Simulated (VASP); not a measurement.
BN, 2 atoms in the cell. The typed cell holds 2 atoms: a = 2.506 Å, b = 2.506 Å, c = 3.596 Å, α = 90.08°, β = 110.31°, γ = 120.00°. 

| Item | Value |
| --- | --- |
| Program | VASP 6.6.1 |
| Task | phonons |
| Functional | PBE |
| Dispersion | D3(BJ) |
| Potentials or basis | VASP PAW PBE potentials, release 64 (B, N) |
| Cutoff | 520 eV |
| k mesh | 12 × 12 × 12 |
| Occupations | gaussian, width 0.01 eV |
| Spin | no spin polarisation |
| Dipole correction | no |
| Further INCAR settings | ALGO = Normal; EDIFF = 1e-08; IBRION = 6; POTIM = 0.015; NSW = 1 |

Potentials or basis: VASP PAW PBE potentials, release 64 (B, N).

The run is started by

```sh
$ cat potpaw_PBE.64/B/POTCAR potpaw_PBE.64/N/POTCAR > POTCAR
$ mpirun -np 1 vasp_std > vasp.out
```

Hardware: 1 thread of Intel(R) Xeon(R) Platinum 8559C (Emerald Rapids), with other jobs on the host.

Question: How long does it take, and how much memory?

Answer: Wall time 4.6 min on 1 thread of Intel(R) Xeon(R) Platinum 8559C (Emerald Rapids), with other jobs on the host, peak memory 0.43 GiB. Counts: scf iterations 78, k points 476.
